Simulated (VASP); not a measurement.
# Os (P6_3/mmc) in VASP: a series of runs, part 2 of 2

VASP 6.6.1. The steps go on from the part before.

## (5) Single point, PBEsol (strain +0.000 along x and y, -0.025 along z)

INCAR

```
SYSTEM = Os
  ALGO = Fast
  EDIFF = 1E-6
  ENCUT = 520
  GGA = PS
  ISIF = 2
  ISMEAR = 0
  LASPH = .True.
  LCHARG = .True.
  LELF = .True.
  LREAL = .False.
  LVHAR = .True.
  LWAVE = .False.
  NBANDS = 15
  NELM = 100
  PREC = Accurate
  SIGMA = 0.15
```

KPOINTS

```
k-points
0
Gamma
  18 18 12
  0 0 0
```

POSCAR

```
Os
1.0
    2.7340999755      0.0000000000      0.0000000000
   -1.3670499878      2.3678000353      0.0000000000
    0.0000000000      0.0000000000      4.2117075000
Os
2
Direct
    0.3333333333      0.6666666667      0.2500000000
    0.6666666667      0.3333333333      0.7500000000
```

Potentials or basis: VASP PAW PBE potentials, release 64 (Os).

Started as:

```console
$ cat potpaw_PBE.64/Os/POTCAR > POTCAR
$ mpirun -np 1 vasp_std > vasp.out
```

OUTCAR:

```text
SYSTEM = Os
   EDIFF = 1E-6
   ENCUT = 520
   GGA = PS
   ISIF = 2
   ISMEAR = 0
   LASPH = .True.
   LREAL = .False.
   NELM = 100
   PREC = Accurate

 ion  position               nearest neighbor table
   1  0.333  0.667  0.250-   2 2.63   2 2.63   2 2.63   2 2.63   2 2.63   2 2.63
   2  0.667  0.333  0.750-   1 2.63   1 2.63   1 2.63   1 2.63   1 2.63   1 2.63

  LATTYP: Found a hexagonal cell.
 ALAT       =     2.7340999755
 C/A-ratio  =     1.5404365377

  Lattice vectors:
[... 622 lines left out ...]

------------------------ aborting loop because EDIFF is reached ----------------------------------------

  FORCE on cell =-STRESS in cart. coord.  units (eV):
  Direction    XX          YY          ZZ          XY          YZ          ZX
  --------------------------------------------------------------------------------------
  -------------------------------------------------------------------------------------
  Total        0.7851577      0.7851577      3.5872125     -0.0000000      0.0000000      0.0000000
  in kB       46.1370540     46.1370540    210.7900321     -0.0000000      0.0000000      0.0000000
  external PRESSURE =     101.0213800 kB  Pullay stress =       0.0000000 kB

 VOLUME and BASIS-vectors are now :
 -----------------------------------------------------------------------------
  energy-cutoff  :      520.00
  volume of cell :       27.27
      direct lattice vectors                 reciprocal lattice vectors
     2.734099975  0.000000000  0.000000000     0.365751073  0.211166481  0.000000000
    -1.367049988  2.367800035  0.000000000     0.000000000  0.422332961  0.000000000
     0.000000000  0.000000000  4.211707500     0.000000000  0.000000000  0.237433393

 POSITION                                       TOTAL-FORCE (eV/Angst)
 -----------------------------------------------------------------------------------
     -0.00000      1.57853      1.05293        -0.000000      0.000000      0.000000
      1.36705      0.78927      3.15878         0.000000      0.000000      0.000000
 -----------------------------------------------------------------------------------
    total drift:                               -0.000000      0.000000     -0.000000

  FREE ENERGIE OF THE ION-ELECTRON SYSTEM (eV)
  ---------------------------------------------------
  free  energy   TOTEN  =       -24.4516284582 eV

  energy  without entropy=      -24.4381625888  energy(sigma->0) =      -24.44489552
```

Run time: 43 s. Hardware: 1 thread of AMD EPYC 9R45 (Zen 5), shared host; peak memory 0.18 GiB.

Results:

```
Free energy            : -24.4516 eV
Pressure               : 10.1 GPa
Band gap on the k mesh : zero (bands 8 and 9 overlap by 4.06 eV)
```

Stress tensor (GPa, compression positive):
```
 4.61  0.00  0.00
 0.00  4.61  0.00
 0.00  0.00 21.08
```

Levels at points of the mesh, in eV from the Fermi level:
| k point | band 4 | band 5 | band 6 | band 7 | band 8 | band 9 | band 10 | band 11 | band 12 | band 13 |
| --- | --- | --- | --- | --- | --- | --- | --- | --- | --- | --- |
| (0.00, 0.00, 0.00) | -3.25 | -2.63 | -2.29 | -2.29 | -1.88 | -1.88 | 0.29 | 1.74 | 1.74 | 9.66 |
| (0.50, 0.00, 0.00) | -3.93 | -3.12 | -2.50 | -1.78 | 1.91 | 2.58 | 2.99 | 4.49 | 5.77 | 9.58 |
| (0.00, 0.00, 0.50) | -3.58 | -3.52 | -3.52 | -3.52 | -3.52 | 0.96 | 0.96 | 0.96 | 0.96 | 13.63 |
| (0.50, 0.00, 0.50) | -5.46 | -1.40 | -1.40 | -0.21 | -0.21 | 2.32 | 2.32 | 3.39 | 3.39 | 9.33 |

Caveat: the cell differs from its parent crystal (strain +0.000 along x and y, -0.025 along z); the cell stands under pressure; the PAW data sets were made with another functional, which shifts forces and pressure a little; spin-orbit coupling is left out, which moves the levels of the heavy elements.

## (6) Single point, PBEsol (strain -0.025 along x and y, +0.025 along z)

INCAR

```
SYSTEM = Os
ALGO     = Fast           ! electronic algorithm
EDIFF    = 1E-6           ! SCF threshold, eV
ENCUT    = 520            ! plane-wave cutoff, eV
GGA      = PS             ! functional
ISIF     = 2              ! what is computed and relaxed
ISMEAR   = 0              ! smearing method
LASPH    = .TRUE.         ! aspherical terms in the spheres
LCHARG   = .FALSE.        ! write CHGCAR
LREAL    = .FALSE.        ! projectors in reciprocal space
LWAVE    = .FALSE.        ! write WAVECAR
NBANDS   = 15             ! bands
NELM     = 80             ! most SCF steps
PREC     = Accurate       ! precision mode
SIGMA    = 0.15           ! smearing width, eV
```

KPOINTS

```
k-points
0
G
  18 18 12
  0 0 0
```

POSCAR

```
Os
1.0
    2.6657474761      0.0000000000      0.0000000000
   -1.3328737381      2.3086050344      0.0000000000
    0.0000000000      0.0000000000      4.4276925000
Os
2
Direct
    0.3333333333      0.6666666667      0.2500000000
    0.6666666667      0.3333333333      0.7500000000
```

Potentials or basis: VASP PAW PBE potentials, release 64 (Os).

Started as:

```console
$ cat potpaw_PBE.64/Os/POTCAR > POTCAR
$ mpirun -np 1 vasp_std > vasp.out
```

OUTCAR:

```text
SYSTEM = Os
   EDIFF = 1E-6
   ENCUT = 520
   GGA = PS
   ISIF = 2
   ISMEAR = 0
   LASPH = .TRUE.
   LREAL = .FALSE.
   NELM = 80
   PREC = Accurate

 ion  position               nearest neighbor table
   1  0.333  0.667  0.250-   2 2.70   2 2.70   2 2.70   2 2.70   2 2.70   2 2.70
   2  0.667  0.333  0.750-   1 2.70   1 2.70   1 2.70   1 2.70   1 2.70   1 2.70

  LATTYP: Found a hexagonal cell.
 ALAT       =     2.6657474761
 C/A-ratio  =     1.6609572136

  Lattice vectors:

 A1 = (   2.6657474761,   0.0000000000,   0.0000000000)
 A2 = (  -1.3328737381,   2.3086050344,   0.0000000000)
 A3 = (   0.0000000000,   0.0000000000,   4.4276925000)

Analysis of symmetry for initial positions (statically):
=====================================================================
 Subroutine PRICEL returns:
 Original cell was already a primitive cell.

 Routine SETGRP: Setting up the symmetry group for a
 hexagonal supercell.

 Subroutine GETGRP returns: Found 24 space group operations
 (whereof 12 operations were pure point group operations)
 out of a pool of 24 trial point group operations.

The static configuration has the point symmetry D_3d.
 The point group associated with its full space group is D_6h.

Analysis of symmetry for dynamics (positions and initial velocities):
=====================================================================
 Subroutine PRICEL returns:
 Original cell was already a primitive cell.

 Routine SETGRP: Setting up the symmetry group for a
 hexagonal supercell.

 Subroutine GETGRP returns: Found 24 space group operations
 (whereof 12 operations were pure point group operations)
 out of a pool of 24 trial point group operations.

The dynamic configuration has the point symmetry D_3d.
 The point group associated with its full space group is D_6h.

 Subroutine INISYM returns: Found 24 space group operations
 (whereof 12 operations are pure point group operations),
 and found     1 'primitive' translations

[... 122 lines left out ...]
   IVDW    =     0    specifies the selected vdW correction
   LEPSILON=     F    determine dielectric tensor
   LRPA    =     F    only Hartree local field effects (RPA)
 non-spin polarized calculation
 RMM-DIIS sequential band-by-band and
 Gauss-broadening in eV      SIGMA  =   0.15
  energy-cutoff  :      520.00
  volume of cell :       27.25
 maximum number of plane-waves:       762
 NGX is ok and might be reduce to    20
   NGX =  9   NGY =  9   NGZ = 17

 number of electron      16.0000001 magnetization

 Free energy of the ion-electron system (eV)
  ---------------------------------------------------
  ext. energy  EPLUGINS =         0.00000000
  ---------------------------------------------------
  free energy    TOTEN  =       -24.38298577 eV

  energy without entropy =      -24.36899357  energy(sigma->0) =      -24.37598967

 E-fermi :   9.7209     XC(G=0): -14.3047

 val. band max:        9.7180297241   @ k =   0.1667   0.1111   0.0000
 cond. band min:       9.7213918377   @ k =   0.1667  -0.0000   0.3333
 fundamental gap:      0.0033621136
 Fermi energy:         9.7209011745

 k-point     1 :       0.0000    0.0000    0.0000
  band No.  band energies     occupation
      1      -1.5253      2.00000
      2       1.5549      2.00000
      3       6.1994      2.00000
      4       6.5924      2.00000
      5       6.5924      2.00000
      6       7.3331      2.00000
      7       7.3331      2.00000
      8       8.5750      2.00000
      9       8.5750      2.00000
     10       9.1453      2.00000
     11      11.5111      0.00000
     12      11.5111      0.00000
     13      18.4241      0.00000
     14      24.0163      0.00000
[... 401 lines left out ...]
      2       2.8115      2.00000
      3       3.0610      2.00000
      4       6.2154      2.00000
      5       6.2734      2.00000
      6       6.7328      2.00000
      7       7.4267      2.00000
      8      11.3248      0.00000
      9      11.9685      0.00000
     10      12.0352      0.00000
     11      14.1321      0.00000
     12      17.3422      0.00000
     13      19.1584      0.00000
     14      20.8358      0.00000
     15      21.6996      0.00000

 [... further k-points ...]

------------------------ aborting loop because EDIFF is reached ----------------------------------------

  FORCE on cell =-STRESS in cart. coord.  units (eV):
  Direction    XX          YY          ZZ          XY          YZ          ZX
  --------------------------------------------------------------------------------------
  -------------------------------------------------------------------------------------
  Total        3.5879665      3.5879665     -2.1105381     -0.0000000     -0.0000000      0.0000000
  in kB      210.9661953    210.9661954   -124.0959727     -0.0000000     -0.0000000      0.0000000
  external PRESSURE =      99.2788060 kB  Pullay stress =       0.0000000 kB

 VOLUME and BASIS-vectors are now :
 -----------------------------------------------------------------------------
  energy-cutoff  :      520.00
  volume of cell :       27.25
      direct lattice vectors                 reciprocal lattice vectors
     2.665747476  0.000000000  0.000000000     0.375129306  0.216581006  0.000000000
    -1.332873738  2.308605034  0.000000000     0.000000000  0.433162011  0.000000000
     0.000000000  0.000000000  4.427692500     0.000000000  0.000000000  0.225851276

 POSITION                                       TOTAL-FORCE (eV/Angst)
 -----------------------------------------------------------------------------------
     -0.00000      1.53907      1.10692         0.000000      0.000000      0.000000
      1.33287      0.76954      3.32077        -0.000000     -0.000000      0.000000
 -----------------------------------------------------------------------------------
    total drift:                                0.000000     -0.000000     -0.000000

  FREE ENERGIE OF THE ION-ELECTRON SYSTEM (eV)
  ---------------------------------------------------
  free  energy   TOTEN  =       -24.3829857677 eV

  energy  without entropy=      -24.3689935694  energy(sigma->0) =      -24.37598967
```

OSZICAR:

```text
N       E                     dE             d eps       ncg     rms          rms(c)
DAV:   1     0.104199241731E+03    0.10420E+03   -0.75104E+03  7778   0.103E+03
DAV:   2    -0.211054752675E+02   -0.12530E+03   -0.10957E+03  7910   0.332E+02
DAV:   3    -0.258504173988E+02   -0.47449E+01   -0.45876E+01 10640   0.572E+01
DAV:   4    -0.258849764164E+02   -0.34559E-01   -0.34515E-01  8400   0.496E+00
DAV:   5    -0.258851544863E+02   -0.17807E-03   -0.17807E-03 10691   0.342E-01    0.258E+01
RMM:   6    -0.247286105617E+02    0.11565E+01   -0.81150E-01  7773   0.668E+00    0.107E+01
RMM:   7    -0.243884110411E+02    0.34020E+00   -0.98120E-01  7933   0.603E+00    0.821E-01
RMM:   8    -0.243861450777E+02    0.22660E-02   -0.56337E-02  8425   0.286E+00    0.164E+00
RMM:   9    -0.243873057002E+02   -0.11606E-02   -0.19335E-02  8602   0.890E-01    0.960E-01
RMM:  10    -0.243829751132E+02    0.43306E-02   -0.10999E-02  8001   0.117E+00    0.364E-01
RMM:  11    -0.243829874273E+02   -0.12314E-04   -0.77444E-04  8559   0.230E-01    0.389E-01
RMM:  12    -0.243829879423E+02   -0.51504E-06   -0.30564E-05  8813   0.452E-02    0.728E-02
RMM:  13    -0.243829866055E+02    0.13368E-05   -0.12573E-05  8560   0.322E-02    0.188E-01
RMM:  14    -0.243829857677E+02    0.83784E-06   -0.38662E-06  8178   0.128E-02
   1 F= -.24382986E+02 E0= -.24375990E+02  d E =-.139922E-01
```

stdout:

```text
POSCAR found type information on POSCAR Os
 POSCAR found :  1 types and       2 ions
 scaLAPACK will be used
 -----------------------------------------------------------------------------
|                                                                             |
|                                                                             |
|     You enforced a specific xc type in the INCAR file but a different       |
|     I HOPE YOU KNOW WHAT YOU ARE DOING!                                     |
|                                                                             |
 -----------------------------------------------------------------------------

 LDA part: xc-table for (Slater+PW92), standard interpolation
 POSCAR, INCAR and KPOINTS ok, starting setup
 FFT: planning ... GRIDC
 FFT: planning ... GRID_SOFT
 FFT: planning ... GRID
 WAVECAR not read
 entering main loop
```

Run time: 53 s. Hardware: 1 thread of AMD EPYC 9R45 (Zen 5), shared host; peak memory 0.18 GiB.

What came out:

- Free energy: -24.3830 eV
- Pressure: 9.9 GPa
- Band gap on the k mesh: zero (bands 8 and 9 overlap by 4.20 eV)

Stress tensor (GPa, compression positive):
```
 21.10   0.00   0.00
  0.00  21.10   0.00
  0.00   0.00 -12.41
```

Caveat: the cell differs from its parent crystal (strain -0.025 along x and y, +0.025 along z); the cell stands under pressure; the PAW data sets were made with another functional, which shifts forces and pressure a little; spin-orbit coupling is left out, which moves the levels of the heavy elements.

## (7) Single point, PBEsol (strain -0.025 along x and y, +0.050 along z)

INCAR

```
PREC     = Accurate       # precision mode
ENCUT    = 520            # plane-wave cutoff, eV
EDIFF    = 1E-6           # SCF threshold, eV
ISMEAR   = 0              # smearing method
SIGMA    = 0.15           # smearing width, eV
LREAL    = F              # projectors in reciprocal space
LASPH    = T              # aspherical terms in the spheres
NELM     = 60             # most SCF steps
ALGO     = Fast           # electronic algorithm
ISIF     = 2              # what is computed and relaxed
LWAVE    = F              # write WAVECAR
LCHARG   = T              # write CHGCAR
GGA      = PS             # functional
LELF     = T              # ELF
LVHAR    = T            
NBANDS   = 15             # bands
```

KPOINTS

```
regular mesh
0
Gamma
  18 18 12
```

Edit POSCAR of step 6 so:

```diff
@@ -4,3 +4,3 @@
    -1.3328737381      2.3086050344      0.0000000000
-    0.0000000000      0.0000000000      4.4276925000
+    0.0000000000      0.0000000000      4.5356850000
 Os
```

Started as:

```console
$ cat potpaw_PBE.64/Os/POTCAR > POTCAR
$ mpirun -np 1 vasp_std > vasp.out
```

Run time: 54 s. Hardware: 1 thread of AMD EPYC 9R45 (Zen 5), shared host; peak memory 0.18 GiB.

Results (log left out):

- Free energy: -24.2926 eV
- Pressure: 0.0 GPa
- Band gap on the k mesh: zero (bands 8 and 9 overlap by 3.88 eV)

Stress tensor (GPa, compression positive):
```
 15.43   0.00   0.00
  0.00  15.43   0.00
  0.00   0.00 -30.83
```

Levels at points of the mesh, in eV from the Fermi level:
```csv
k point,band 6,band 7,band 8,band 9,band 10,band 11
"(0.00, 0.00, 0.00)",-2.34,-2.34,-0.88,-0.88,-0.82,1.74
"(0.50, 0.00, 0.00)",-2.64,-2.38,2.32,2.67,3.05,4.58
"(0.00, 0.00, 0.50)",-3.02,-3.02,-3.02,0.91,0.91,0.91
"(0.50, 0.00, 0.50)",-0.89,-0.13,-0.13,2.88,2.88,3.25
```

Caveat: the cell differs from its parent crystal (strain -0.025 along x and y, +0.050 along z); the PAW data sets were made with another functional, which shifts forces and pressure a little; spin-orbit coupling is left out, which moves the levels of the heavy elements.

## (8) The runs side by side

| cell | gap on the mesh (eV) | pressure (GPa) |
| --- | --- | --- |
| a = 2.597, b = 2.597, c = 4.536 Å, angles 90.0, 90.0, 120.0°, 2 atoms | none | 28.2 |
| a = 2.734, b = 2.734, c = 4.104 Å, angles 90.0, 90.0, 120.0°, 2 atoms | none | 25.4 |
| a = 2.666, b = 2.666, c = 4.320 Å, angles 90.0, 90.0, 120.0°, 2 atoms | none | 22.2 |
| a = 2.734, b = 2.734, c = 4.212 Å, angles 90.0, 90.0, 120.0°, 2 atoms | none | 10.1 |
| a = 2.666, b = 2.666, c = 4.428 Å, angles 90.0, 90.0, 120.0°, 2 atoms | none | 9.9 |
| a = 2.666, b = 2.666, c = 4.536 Å, angles 90.0, 90.0, 120.0°, 2 atoms | none | 0.0 |

Alike in all rows: task single point; level PBEsol; potentials or basis VASP PAW PBE potentials, release 64 (Os); no spin polarisation; k mesh 18 × 18 × 12; cutoff (eV) 520; smearing gaussian 0.15 eV.

Caveats: the PAW data sets were made with another functional, which shifts forces and pressure a little; spin-orbit coupling is left out, which moves the levels of the heavy elements; the cell stands under pressure (at least some runs).

Total energies depend on the potentials used, so only differences within one code and one set of settings carry meaning.
